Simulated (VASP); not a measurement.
A run of VASP 6.6.1:

The input INCAR:

```
PREC     = Accurate       # precision mode
ENCUT    = 520            # plane-wave cutoff, eV
EDIFF    = 1E-7           # SCF threshold, eV
ISMEAR   = -1             # smearing method
SIGMA    = 0.05           # smearing width, eV
LREAL    = F              # projectors in reciprocal space
LASPH    = T              # aspherical terms in the spheres
NELM     = 150            # most SCF steps
ALGO     = Normal         # electronic algorithm
ISIF     = 2              # what is computed and relaxed
LWAVE    = F              # write WAVECAR
LCHARG   = F              # write CHGCAR
ISPIN    = 2              # spin polarisation
MAGMOM   = 0 1.8          # initial moments
LORBIT   = 11             # projections on sites
LMAXMIX  = 4              # l up to which the mixer works
GGA      = PE             # functional
NBANDS   = 22             # bands
```

Contents of KPOINTS:

```
regular mesh
0
Gamma
  8 8 8
```

File POSCAR:

```
GaCo
1.0
    2.9158727642      0.0000000000      0.0000000000
    0.0000000000      2.9158727642      0.0000000000
    0.0000000000      0.0000000000      2.9158727642
Ga Co
1 1
Direct
    0.5000000000      0.5000000000      0.5000000000
    0.0000000000      0.0000000000      0.0000000000
```

Potentials or basis: VASP PAW PBE potentials, release 64 (Ga_d, Co).

Command:

```bash
$ cat potpaw_PBE.64/Ga_d/POTCAR potpaw_PBE.64/Co/POTCAR > POTCAR
$ mpirun -np 1 vasp_std > vasp.out
```

Hardware: 1 thread of Intel Xeon 8259CL, with other jobs on the host.

**Question.** How long does it take, and how much memory?

**Answer.** Run time: 61 s on 1 thread of Intel Xeon 8259CL, on a shared host, peak memory 0.17 GiB. Counts: scf iterations 15, k points 35.
